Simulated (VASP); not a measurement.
Here is a VASP 6.6.1 calculation.

The input INCAR:

```
PREC     = Accurate       # precision mode
ENCUT    = 520            # plane-wave cutoff, eV
EDIFF    = 1E-6           # SCF threshold, eV
ISMEAR   = 0              # smearing method
SIGMA    = 0.1            # smearing width, eV
LREAL    = False          # projectors in reciprocal space
LASPH    = True           # aspherical terms in the spheres
NELM     = 80             # most SCF steps
ALGO     = Fast           # electronic algorithm
ISIF     = 2              # what is computed and relaxed
LWAVE    = False          # write WAVECAR
LCHARG   = False          # write CHGCAR
LDIPOL   = True         
IDIPOL   = 3            
DIPOL    = 0.5 0.5 0.500
GGA      = CA             # functional
NBANDS   = 48             # bands
```

Contents of KPOINTS:

```
regular mesh
0
Gamma
  12 9 1
```

File POSCAR:

```
AlCo
1.0
    2.7937192601      0.0000000000      0.0000000000
    0.0000000000      3.9509156671      0.0000000000
    0.0000000000      0.0000000000     24.8772891678
Al Co
6 6
Direct
    0.0000000000      0.5000000000      0.3014797935
    0.0000000000      0.0000000000      0.3808878761
    0.0000000000      0.5000000000      0.4602959587
    0.0000000000      0.0000000000      0.5397040413
    0.0000000000      0.5000000000      0.6191121239
    0.0000000000      0.0000000000      0.6985202065
    0.5000000000      0.0000000000      0.3014797935
    0.5000000000      0.5000000000      0.3808878761
    0.5000000000      0.0000000000      0.4602959587
    0.5000000000      0.5000000000      0.5397040413
    0.5000000000      0.0000000000      0.6191121239
    0.5000000000      0.5000000000      0.6985202065
```

Potentials or basis: VASP PAW LDA potentials, release 64 (Al, Co).

Command:

```bash
$ cat potpaw_LDA.64/Al/POTCAR potpaw_LDA.64/Co/POTCAR > POTCAR
$ mpirun -np 1 vasp_std > vasp.out
```

Problem. What does it give for the largest force?

Solution. 0.813 eV/Å.

Problem. What does it give for the band gap on the k mesh?

Solution. Zero (bands 36 and 37 overlap by 1.11 eV).

Forces on the atoms (eV/Å):
```
Al   0.000  0.000 -0.750
Al   0.000  0.000 -0.433
Al   0.000  0.000 -0.069
Al   0.000  0.000  0.069
Al   0.000  0.000  0.433
Al   0.000  0.000  0.750
Co   0.000  0.000  0.813
Co   0.000  0.000  0.385
Co   0.000  0.000  0.010
Co   0.000  0.000 -0.010
Co   0.000  0.000 -0.385
Co   0.000  0.000 -0.813
```

Caveat: the run has no spin polarisation, though such a crystal can be magnetic. Spin polarisation is off, so any magnetic state and its effect on volume and gap are missing.
